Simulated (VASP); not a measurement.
The system is P.

```
P
1.0
     1.71414    0.98966    3.10867
    -1.71414    0.98966    3.10867
     0.00000   -1.97932    3.10867
P
2
Direct
  0.77292 0.77292 0.77292
  0.22708 0.22708 0.22708
```

This cell differs from its parent crystal: volume scaled by 0.98.

Base run:

| Property | Result |
| --- | --- |
| Program | VASP 6.6.1 |
| Functional | PBE |
| Potentials or basis | VASP PAW PBE potentials, release 64 (P) |
| Cutoff | 520 eV |
| k mesh | 9 × 9 × 9 |
| Occupations | fermi-dirac, width 0.05 eV |
| Spin | no spin polarisation |

Its results: band gap on the k mesh zero (band 5 reaches 9.86 eV, above the bottom of band 6 at 9.12 eV); pressure 3.3 GPa; largest force 0.313 eV/Å.

**Question.** The run is repeated on the same cell with these changes: functional from PBE to LDA; potentials or basis from VASP PAW PBE potentials, release 64 (P) to VASP PAW LDA potentials, release 64 (P). What comes out?

**Answer.** Band gap on the k mesh zero (band 5 reaches 9.75 eV, above the bottom of band 6 at 8.99 eV); pressure -1.5 GPa; largest force 0.271 eV/Å.
